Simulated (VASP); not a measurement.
Al:

```
Al
1.0
     0.00000    2.02481    2.02481
     2.02481    0.00000    2.02481
     2.02481    2.02481    0.00000
Al
1
Direct
  0.00000 0.00000 0.00000
```

| Property | Result |
| --- | --- |
| Program | VASP 6.6.1 |
| Task | relaxation of cell and atoms |
| Functional | LDA |
| Potentials or basis | VASP PAW LDA potentials, release 64 (Al) |
| Cutoff | 600 eV |
| k mesh | 30 × 30 × 30 |
| Occupations | gaussian, width 0.5 eV |
| Spin | no spin polarisation |

At the start: pressure -3.5 GPa; volume 16.60 Å³/atom.

**Question.** Where does the relaxation end?

**Answer.** Over 3 steps the energy falls by 8.6 meV/atom and the volume is 15.85 Å³/atom (-4.5 %); space group Fm-3m (No. 225, to 0.1 Å) before and after.

The path:
| step | energy change (eV) | largest force (eV/Å) | pressure (GPa) | volume (Å³) |
| --- | --- | --- | --- | --- |
| 1 | 0.0000 | 0.0000 | -3.49 | 16.60 |
| 2 | -0.0084 | 0.0000 | 0.54 | 15.75 |
| 3 | -0.0086 | 0.0000 | 0.00 | 15.85 |

Final structure:
```yaml
crystal:
  lattice:
    - [0.00000, 1.99370, 1.99370]
    - [1.99370, 0.00000, 1.99370]
    - [1.99370, 1.99370, 0.00000]
  atoms:
    - { symbol: Al, position: [0.00000, 0.00000, 0.00000] }
```

Caveat: so wide a smearing shifts energies and pressures.
